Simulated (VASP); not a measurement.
Set up this calculation in VASP 6.6.1, as the native input.

```
Task                   : single point
Functional             : PBE
Potentials or basis    : VASP PAW PBE potentials, release 64 (Si, Sn_d, Ge_d)
Cutoff                 : 520 eV
k mesh                 : 3 × 3 × 4
Occupations            : gaussian, width 0.1 eV
Spin                   : no spin polarisation
Dipole correction      : no
Further INCAR settings : ALGO = Normal; EDIFF = 1e-06; NBANDS = 46
```

The structure of SiSn2Ge3 lies in POSCAR:

```
SiSn2Ge3
1.0
    5.8221384300      0.0000000000      0.0000000000
   -2.9110692100      5.0421197800      0.0000000000
    0.0000000000      0.0000000000      4.0892927600
Si Sn Ge
1 2 3
Direct
    0.0000000000      0.0000000000      0.8888130200
    0.6666666700      0.3333333300      0.9631379800
    0.3333333300      0.6666666700      0.9631379800
    0.5000000000      0.5000000000      0.4595159900
    0.5000000000      0.0000000000      0.4595159900
    0.0000000000      0.5000000000      0.4595159900
```

One way to write it, as run:

INCAR

```
SYSTEM = SiSn2Ge3
  PREC = Accurate
  ENCUT = 520
  EDIFF = 1E-6
  ISMEAR = 0
  SIGMA = 0.1
  LREAL = .FALSE.
  LASPH = .TRUE.
  NELM = 100
  ALGO = Normal
  ISIF = 2
  LWAVE = .FALSE.
  LCHARG = .FALSE.
  GGA = PE
  NBANDS = 46
```

KPOINTS

```
regular mesh
0
G
  3 3 4
  0 0 0
```

Potentials or basis: VASP PAW PBE potentials, release 64 (Si, Sn_d, Ge_d).

Command:

```bash
$ cat potpaw_PBE.64/Si/POTCAR potpaw_PBE.64/Sn_d/POTCAR potpaw_PBE.64/Ge_d/POTCAR > POTCAR
$ mpirun -np 1 vasp_std > vasp.out
```

Results of the run:

```json
{"Pressure": "20.5 GPa", "Largest force": "0.104 eV/Å", "Band gap on the k mesh": "zero (band 37 reaches 9.04 eV, above the bottom of band 38 at 6.39 eV)"}
```

Caveat: the k points lie up to 0.42 Å⁻¹ apart; spin-orbit coupling is left out, which moves the levels of the heavy elements.

It took 52 s on 1 thread of Intel(R) Xeon(R) 6975P-C (Granite Rapids) (shared host), peak memory 0.26 GiB.
